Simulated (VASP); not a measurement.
Input of a VASP 6.6.1 run:

The input INCAR:

```
ALGO = Normal
EDIFF = 1E-6
ENCUT = 520
GGA = PS
ISIF = 2
ISMEAR = 0
LASPH = True
LCHARG = True
LELF = True
LREAL = False
LVHAR = True
LWAVE = False
NBANDS = 16
NELM = 60
PREC = Accurate
SIGMA = 0.02
```

KPOINTS

```
k-points
0
Gamma
  8 8 6
```

POSCAR

```
BP
1.0
    2.3279037727      2.3279037727      0.0000000000
   -2.3279037727      2.3279037727      0.0000000000
    0.0000000000      0.0000000000      4.4388378734
B P
2 2
Direct
    0.0000000000      0.0000000000      0.0000000000
    0.5000000000      0.5000000000      0.5000000000
    0.5000000000      0.0000000000      0.7500000000
    0.0000000000      0.5000000000      0.2500000000
```

Potentials or basis: VASP PAW PBE potentials, release 64 (B, P).

Run with:

```bash
$ cat potpaw_PBE.64/B/POTCAR potpaw_PBE.64/P/POTCAR > POTCAR
$ mpirun -np 1 vasp_std > vasp.out
```

(1) What does it give for the pressure?

(2) Estimate the band gap on the k mesh.

Answers

(1) -6.4 GPa.

(2) 0.47 eV.

Caveat: the cell differs from its parent crystal (biaxial strain in the a-b plane: +3.0 %); the PAW data sets were made with another functional, which shifts forces and pressure a little.
